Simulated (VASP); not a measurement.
Input of a VASP 6.6.1 run:

INCAR

```
PREC = Accurate
ENCUT = 520
EDIFF = 1E-7
ISMEAR = 0
SIGMA = 0.1
LREAL = False
LASPH = True
NELM = 80
ALGO = Normal
ISIF = 2
LWAVE = False
LCHARG = True
GGA = PS
IVDW = 12
LELF = True
LVHAR = True
NBANDS = 17
```

KPOINTS

```
regular mesh
0
Gamma
  6 6 4
```

File POSCAR:

```
Hf
1.0
    3.1600000000      0.0000000000      0.0000000000
   -1.5800000000      2.7366402760      0.0000000000
    0.0000000000      0.0000000000      5.1602800000
Hf
2
Direct
    0.3333333333      0.6666666667      0.2500000000
    0.6666666667      0.3333333333      0.7500000000
```

Potentials or basis: VASP PAW PBE potentials, release 64 (Hf_pv).

Command:

```bash
$ cat potpaw_PBE.64/Hf_pv/POTCAR > POTCAR
$ mpirun -np 1 vasp_std > vasp.out
```

Problem. Estimate the band gap on the k mesh.

Solution. Zero (band 10 reaches 5.92 eV, above the bottom of band 11 at 4.61 eV).

Problem. Predict the dispersion energy per atom.

Solution. -0.514 eV.

Stress tensor (GPa, compression positive):
```
-6.78  0.00  0.00
 0.00 -6.78  0.00
 0.00  0.00 -8.75
```

Caveat: the k points lie up to 0.38 Å⁻¹ apart; three body term missing; the PAW data sets were made with another functional, which shifts forces and pressure a little; spin-orbit coupling is left out, which moves the levels of the heavy elements; pairwise dispersion overbinds metals, which lowers pressure and volume.
